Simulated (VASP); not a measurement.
Write the native input for VASP 6.6.1 that does the following.

```yaml
Task: single point
Functional: PBE
Dispersion: D3(BJ)
Potentials_or_basis: VASP PAW PBE potentials, release 64 (N_h)
Cutoff: 1000 eV
k_mesh: 1 × 1 × 1
Occupations: fermi-dirac, width 0.02 eV
Spin: no spin polarisation
Dipole_correction: no
Further_INCAR_settings: LREAL = Auto; ALGO = Normal; EDIFF = 1e-06; NBANDS = 78
```

The structure of N lies in POSCAR:

```
N
1.0
    9.6720280000      0.0000000000      0.0000000000
    0.0000000000      9.6720280000      0.0000000000
    0.0000000000      0.0000000000      9.6720280000
N
24
Direct
    0.0822474873      0.9443107485      0.1634197089
    0.1647327737      0.8714718361      0.1895259195
    0.7334552795      0.3315954007      0.9762171904
    0.6514559304      0.3857412323      0.9186387798
   -0.0406429758      0.9330307977      0.7650308705
    0.0518608920      0.8832067070      0.8071213193
    0.7206451429      0.2256713897      0.4823187030
    0.7003391636      0.2349972519      0.5918613966
    0.4346658219      0.0249689103      0.7442492929
    0.4049409286      0.1218979101      0.7931325261
    0.4149284928      0.5049199609      0.6770762037
    0.3399493881      0.4445810124      0.7365466684
    0.5370538630      0.9138517796      0.1864035133
    0.4747815039      1.0055698763      0.2164282403
    0.5037206261      0.4534726326      0.1841495910
    0.4853583964      0.4273974393      0.2931132954
    0.6779963830      0.7810254478      0.5727650913
    0.7179156222      0.8061184273      0.4695809400
    0.2732312189      0.8218545273      0.5229306615
    0.3171103309      0.9192281081      0.4841900789
    1.0304043785      0.5510633344      0.5902484980
    1.0075859995      0.5239438926      0.6992845761
    0.1319785261      0.2351523383      0.9830513311
    0.1033288986      0.2007334966      0.8770032510
```

The input as run:

INCAR

```
SYSTEM = N
  PREC = Accurate
  ENCUT = 1000
  EDIFF = 1E-6
  ISMEAR = -1
  SIGMA = 0.02
  LREAL = Auto
  LASPH = .True.
  NELM = 120
  ALGO = Normal
  ISIF = 2
  LWAVE = .False.
  LCHARG = .False.
  GGA = PE
  IVDW = 12
  NBANDS = 78
  GGA_COMPAT = .False.
```

KPOINTS

```
Automatic mesh
0
Gamma
  1 1 1
  0 0 0
```

Potentials or basis: VASP PAW PBE potentials, release 64 (N_h).

Command:

```sh
$ cat potpaw_PBE.64/N_h/POTCAR > POTCAR
$ mpirun -np 1 vasp_gam > vasp.out
```

It gave:

```
Pressure                   : 0.5 GPa
Largest force              : 3.279 eV/Å
Dispersion energy per atom : -0.032 eV
```

Caveat: the k points lie up to 0.65 Å⁻¹ apart; the atoms stand as in a frame of molecular dynamics.

It took 4.5 min on 1 thread of Intel(R) Xeon(R) Platinum 8488C (Sapphire Rapids), with other jobs on the host, peak memory 1.5 GiB.
